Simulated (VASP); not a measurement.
# AgI (F-43m) in VASP: further runs, part 2 of 2

VASP 6.6.1.

### Step 4. Single point, r2SCAN

This run uses another cell than the first one, of 35.57 Å³/atom, 1.031 times its volume.

POSCAR reads:

```
AgI
1.0
    0.0000000000      3.2886328050      3.2886328050
    3.2886328050      0.0000000000      3.2886328050
    3.2886328050      3.2886328050      0.0000000000
Ag I
1 1
Direct
    0.0000000000      0.0000000000      0.0000000000
    0.2500000000      0.2500000000      0.2500000000
```

INCAR.step1 reads:

```
SYSTEM = AgI
ALGO     = Normal         ! electronic algorithm
EDIFF    = 1E-5           ! SCF threshold, eV
ENCUT    = 550            ! plane-wave cutoff, eV
GGA      = PE             ! functional
GGA_COMPAT= .False.      
ISMEAR   = 0              ! smearing method
LASPH    = .True.         ! aspherical terms in the spheres
LCHARG   = .False.        ! write CHGCAR
LREAL    = .False.        ! projectors in reciprocal space
LWAVE    = .True.         ! write WAVECAR
NBANDS   = 16             ! bands
NELM     = 120            ! most SCF steps
PREC     = Accurate       ! precision mode
SIGMA    = 0.01           ! smearing width, eV
```

INCAR.step2 reads:

```
SYSTEM = AgI
ALGO     = Normal         ! electronic algorithm
EDIFF    = 1E-6           ! SCF threshold, eV
ENCUT    = 550            ! plane-wave cutoff, eV
GGA_COMPAT= .False.      
ISIF     = 2              ! what is computed and relaxed
ISMEAR   = 0              ! smearing method
ISTART   = 1            
LASPH    = .True.         ! aspherical terms in the spheres
LCHARG   = .True.         ! write CHGCAR
LELF     = .True.         ! ELF
LMIXTAU  = .True.       
LREAL    = .False.        ! projectors in reciprocal space
LVHAR    = .True.       
LWAVE    = .False.        ! write WAVECAR
METAGGA  = R2SCAN         ! meta-GGA
NBANDS   = 16             ! bands
NELM     = 120            ! most SCF steps
PREC     = Accurate       ! precision mode
SIGMA    = 0.01           ! smearing width, eV
```

KPOINTS reads:

```
k-points
0
Gamma
  6 6 6
  0 0 0
```

Potentials or basis: VASP PAW PBE potentials, release 64 (Ag, I).

Command:

```
cat potpaw_PBE.64/Ag/POTCAR potpaw_PBE.64/I/POTCAR > POTCAR
cp INCAR.step1 INCAR
mpirun -np 1 vasp_std > vasp.out
cp INCAR.step2 INCAR
mpirun -np 1 vasp_std > vasp.out
```

OUTCAR:

```text
SYSTEM = AgI
   EDIFF = 1E-6
   ENCUT = 550
   ISIF = 2
   ISMEAR = 0
   ISTART = 1
   LASPH = .True.
   LREAL = .False.
   METAGGA = R2SCAN
   NELM = 120
   PREC = Accurate

 ion  position               nearest neighbor table
   1  0.000  0.000  0.000-   2 2.85   2 2.85   2 2.85   2 2.85
   2  0.250  0.250  0.250-   1 2.85   1 2.85   1 2.85   1 2.85

  LATTYP: Found a face centered cubic cell.
 ALAT       =     6.5772656100

  Lattice vectors:

[... 479 lines left out ...]

------------------------ aborting loop because EDIFF is reached ----------------------------------------

  FORCE on cell =-STRESS in cart. coord.  units (eV):
  Direction    XX          YY          ZZ          XY          YZ          ZX
  --------------------------------------------------------------------------------------
  -------------------------------------------------------------------------------------
  Total       -0.0498322     -0.0498322     -0.0498322     -0.0000000     -0.0000000      0.0000000
  in kB       -1.1223924     -1.1223924     -1.1223924     -0.0000000     -0.0000000      0.0000000
  external PRESSURE =      -1.1223924 kB  Pullay stress =       0.0000000 kB

 VOLUME and BASIS-vectors are now :
 -----------------------------------------------------------------------------
  energy-cutoff  :      550.00
  volume of cell :       71.13
      direct lattice vectors                 reciprocal lattice vectors
     0.000000000  3.288632805  3.288632805    -0.152038865  0.152038865  0.152038865
     3.288632805  0.000000000  3.288632805     0.152038865 -0.152038865  0.152038865
     3.288632805  3.288632805  0.000000000     0.152038865  0.152038865 -0.152038865

 POSITION                                       TOTAL-FORCE (eV/Angst)
 -----------------------------------------------------------------------------------
      0.00000      0.00000      0.00000         0.000000      0.000000      0.000000
      1.64432      1.64432      1.64432        -0.000000     -0.000000     -0.000000
 -----------------------------------------------------------------------------------
    total drift:                               -0.000000     -0.000000     -0.000000

  FREE ENERGIE OF THE ION-ELECTRON SYSTEM (eV)
  ---------------------------------------------------
  free  energy   TOTEN  =       -46.5252043885 eV

  energy  without entropy=      -46.5252043885  energy(sigma->0) =      -46.52520439
```

OUTCAR.step1:

```text
SYSTEM = AgI
   EDIFF = 1E-5
   ENCUT = 550
   GGA = PE
   ISMEAR = 0
   LASPH = .True.
   LREAL = .False.
[... 513 lines left out ...]
      0.00000      0.00000      0.00000         0.000000      0.000000      0.000000
      1.64432      1.64432      1.64432        -0.000000     -0.000000     -0.000000
 -----------------------------------------------------------------------------------
    total drift:                               -0.000000     -0.000000     -0.000000

  FREE ENERGIE OF THE ION-ELECTRON SYSTEM (eV)
  ---------------------------------------------------
  free  energy   TOTEN  =        -4.7880498154 eV

  energy  without entropy=       -4.7880498154  energy(sigma->0) =       -4.78804982
```

It used 130 s of CPU time on 1 thread of AMD EPYC 7R13 Processor (Zen 3), on a shared host.

Results:

* Free energy: -46.5252 eV
* Pressure: -0.1 GPa
* Band gap on the k mesh: 1.79 eV, direct

Caveat: the PAW data sets were made with another functional, which shifts forces and pressure a little; spin-orbit coupling is left out, which moves the levels of the heavy elements. r2SCAN opens gaps a little over a GGA but as a rule still falls short of measured ones.

### Step 5. Single point, r2SCAN (volume changed by +3%)

POSCAR reads:

```
AgI
1.0
    0.0000000000      3.3211956435      3.3211956435
    3.3211956435      0.0000000000      3.3211956435
    3.3211956435      3.3211956435      0.0000000000
Ag I
1 1
Direct
    0.0000000000      0.0000000000      0.0000000000
    0.2500000000      0.2500000000      0.2500000000
```

INCAR.step1 reads:

```
SYSTEM = AgI
  PREC = Accurate
  ENCUT = 550
  ISMEAR = 0
  SIGMA = 0.01
  LREAL = .False.
  LASPH = .True.
  NELM = 120
  NBANDS = 16
  GGA = PE
  ALGO = Normal
  EDIFF = 1E-5
  LWAVE = .True.
  LCHARG = .False.
  GGA_COMPAT = .False.
```

INCAR.step2 reads:

```
SYSTEM = AgI
  PREC = Accurate
  ENCUT = 550
  EDIFF = 1E-6
  ISMEAR = 0
  SIGMA = 0.01
  LREAL = .False.
  LASPH = .True.
  NELM = 120
  ALGO = Normal
  ISIF = 2
  LWAVE = .False.
  LCHARG = .False.
  METAGGA = R2SCAN
  LMIXTAU = .True.
  NBANDS = 16
  ISTART = 1
  GGA_COMPAT = .False.
```

KPOINTS reads:

```
regular mesh
0
Gamma
  6 6 6
  0 0 0
```

Command:

```
cat potpaw_PBE.64/Ag/POTCAR potpaw_PBE.64/I/POTCAR > POTCAR
cp INCAR.step1 INCAR
mpirun -np 1 vasp_std > vasp.out
cp INCAR.step2 INCAR
mpirun -np 1 vasp_std > vasp.out
```

It took 3 min on 1 thread of AMD EPYC 7R13 (Zen 3), shared host; peak memory 0.19 GiB.

The run converged. Its results:

| Property | Result |
| --- | --- |
| Free energy | -46.5188 eV |
| Pressure | -0.9 GPa |
| Band gap on the k mesh | 1.79 eV, direct |

Levels at points of the mesh, in eV from the valence-band top:
```tsv
k point	band 7	band 8	band 9	band 10	band 11	band 12
(0.00, 0.00, 0.00)	0.00	0.00	0.00	1.79	6.36	6.36
(0.50, 0.00, 0.00)	-2.70	-0.64	-0.64	3.24	6.75	6.75
(0.50, 0.50, 0.00)	-2.35	-1.61	-1.61	4.06	4.24	8.75
```

Caveat: the cell differs from its parent crystal (volume changed by +3%); the PAW data sets were made with another functional, which shifts forces and pressure a little; spin-orbit coupling is left out, which moves the levels of the heavy elements.

### Step 6. Single point, r2SCAN (volume changed by +6%)

POSCAR reads:

```
AgI
1.0
    0.0000000000      3.3531321762      3.3531321762
    3.3531321762      0.0000000000      3.3531321762
    3.3531321762      3.3531321762      0.0000000000
Ag I
1 1
Direct
    0.0000000000      0.0000000000      0.0000000000
    0.2500000000      0.2500000000      0.2500000000
```

INCAR.step1 reads:

```
  ALGO = Normal
  EDIFF = 1E-5
  ENCUT = 550
  GGA = PE
  GGA_COMPAT = F
  ISMEAR = 0
  LASPH = T
  LCHARG = F
  LREAL = F
  LWAVE = T
  NBANDS = 16
  NELM = 120
  PREC = Accurate
  SIGMA = 0.01
```

INCAR.step2 reads:

```
  ALGO = Normal
  EDIFF = 1E-6
  ENCUT = 550
  GGA_COMPAT = F
  ISIF = 2
  ISMEAR = 0
  ISTART = 1
  LASPH = T
  LCHARG = F
  LMIXTAU = T
  LREAL = F
  LWAVE = F
  METAGGA = R2SCAN
  NBANDS = 16
  NELM = 120
  PREC = Accurate
  SIGMA = 0.01
```

KPOINTS reads:

```
k-points
0
Gamma
  6 6 6
```

Potentials or basis: VASP PAW PBE potentials, release 64 (Ag, I).

Command:

```
cat potpaw_PBE.64/Ag/POTCAR potpaw_PBE.64/I/POTCAR > POTCAR
cp INCAR.step1 INCAR
mpirun -np 1 vasp_std > vasp.out
cp INCAR.step2 INCAR
mpirun -np 1 vasp_std > vasp.out
```

OUTCAR:

```text
EDIFF = 1E-6
   ENCUT = 550
   ISIF = 2
   ISMEAR = 0
   ISTART = 1
   LASPH = T
   LREAL = F
   METAGGA = R2SCAN
   NELM = 120
   PREC = Accurate

 ion  position               nearest neighbor table
   1  0.000  0.000  0.000-   2 2.90   2 2.90   2 2.90   2 2.90
   2  0.250  0.250  0.250-   1 2.90   1 2.90   1 2.90   1 2.90

  LATTYP: Found a face centered cubic cell.
 ALAT       =     6.7062643524

  Lattice vectors:

 A1 = (   0.0000000000,   3.3531321762,   3.3531321762)
[... 478 lines left out ...]

------------------------ aborting loop because EDIFF is reached ----------------------------------------

  FORCE on cell =-STRESS in cart. coord.  units (eV):
  Direction    XX          YY          ZZ          XY          YZ          ZX
  --------------------------------------------------------------------------------------
  -------------------------------------------------------------------------------------
  Total       -0.7317896     -0.7317896     -0.7317896      0.0000000      0.0000000     -0.0000000
  in kB      -15.5494415    -15.5494415    -15.5494415      0.0000000      0.0000000     -0.0000000
  external PRESSURE =     -15.5494415 kB  Pullay stress =       0.0000000 kB

 VOLUME and BASIS-vectors are now :
 -----------------------------------------------------------------------------
  energy-cutoff  :      550.00
  volume of cell :       75.40
      direct lattice vectors                 reciprocal lattice vectors
     0.000000000  3.353132176  3.353132176    -0.149114313  0.149114313  0.149114313
     3.353132176  0.000000000  3.353132176     0.149114313 -0.149114313  0.149114313
     3.353132176  3.353132176  0.000000000     0.149114313  0.149114313 -0.149114313

 POSITION                                       TOTAL-FORCE (eV/Angst)
 -----------------------------------------------------------------------------------
      0.00000      0.00000      0.00000        -0.000000      0.000000     -0.000000
      1.67657      1.67657      1.67657         0.000000     -0.000000      0.000000
 -----------------------------------------------------------------------------------
    total drift:                                0.000000      0.000000      0.000000

  FREE ENERGIE OF THE ION-ELECTRON SYSTEM (eV)
  ---------------------------------------------------
  free  energy   TOTEN  =       -46.5028478312 eV

  energy  without entropy=      -46.5028478312  energy(sigma->0) =      -46.50284783
```

OSZICAR.step1:

```text
N       E                     dE             d eps       ncg     rms          rms(c)
DAV:   1     0.915086091339E+02    0.91509E+02   -0.78074E+03   528   0.977E+02
DAV:   2    -0.132558440207E+01   -0.92834E+02   -0.85756E+02   616   0.192E+02
DAV:   3    -0.480700007833E+01   -0.34814E+01   -0.34728E+01   648   0.384E+01
DAV:   4    -0.486154668958E+01   -0.54547E-01   -0.54544E-01   768   0.448E+00
DAV:   5    -0.486190922334E+01   -0.36253E-03   -0.36253E-03   680   0.291E-01    0.411E+00
DAV:   6    -0.478299299267E+01    0.78916E-01   -0.20580E-01   600   0.634E+00    0.318E+00
DAV:   7    -0.478262047221E+01    0.37252E-03   -0.43290E-02   552   0.122E+00    0.141E+00
DAV:   8    -0.478317215124E+01   -0.55168E-03   -0.29028E-03   616   0.486E-01    0.261E-01
DAV:   9    -0.478340948056E+01   -0.23733E-03   -0.45863E-04   608   0.250E-01    0.569E-02
DAV:  10    -0.478344814318E+01   -0.38663E-04   -0.31051E-05   624   0.590E-02    0.210E-02
DAV:  11    -0.478348953004E+01   -0.41387E-04   -0.51551E-05   584   0.509E-02    0.129E-02
DAV:  12    -0.478348935971E+01    0.17034E-06   -0.28365E-06   512   0.158E-02
   1 F= -.47834894E+01 E0= -.47834894E+01  d E =-.221963E-11
```

Wall time 2.9 min (1 thread of AMD EPYC 7R13 (Zen 3), shared host); peak memory 0.19 GiB.

Results:

```
Free energy            : -46.5028 eV
Pressure               : -1.6 GPa
Band gap on the k mesh : 1.80 eV, direct
```

Caveat: the cell differs from its parent crystal (volume changed by +6%); the PAW data sets were made with another functional, which shifts forces and pressure a little; spin-orbit coupling is left out, which moves the levels of the heavy elements.

### Step 7. Summary

| cell | gap on the mesh (eV) | pressure (GPa) |
| --- | --- | --- |
| a = 4.604 Å, angles 60.0°, 2 atoms | 1.79 | 0.8 |
| a = 4.651 Å, angles 60.0°, 2 atoms | 1.79 | -0.1 |
| a = 4.697 Å, angles 60.0°, 2 atoms | 1.79 | -0.9 |
| a = 4.742 Å, angles 60.0°, 2 atoms | 1.80 | -1.6 |

Alike in all rows: task single point; level r2SCAN; potentials or basis VASP PAW PBE potentials, release 64 (Ag, I); no spin polarisation; k mesh 6 × 6 × 6; cutoff (eV) 550; smearing gaussian 0.01 eV.

Caveats: the PAW data sets were made with another functional, which shifts forces and pressure a little; spin-orbit coupling is left out, which moves the levels of the heavy elements.

Absolute energies hang on the potentials; compare differences alone.
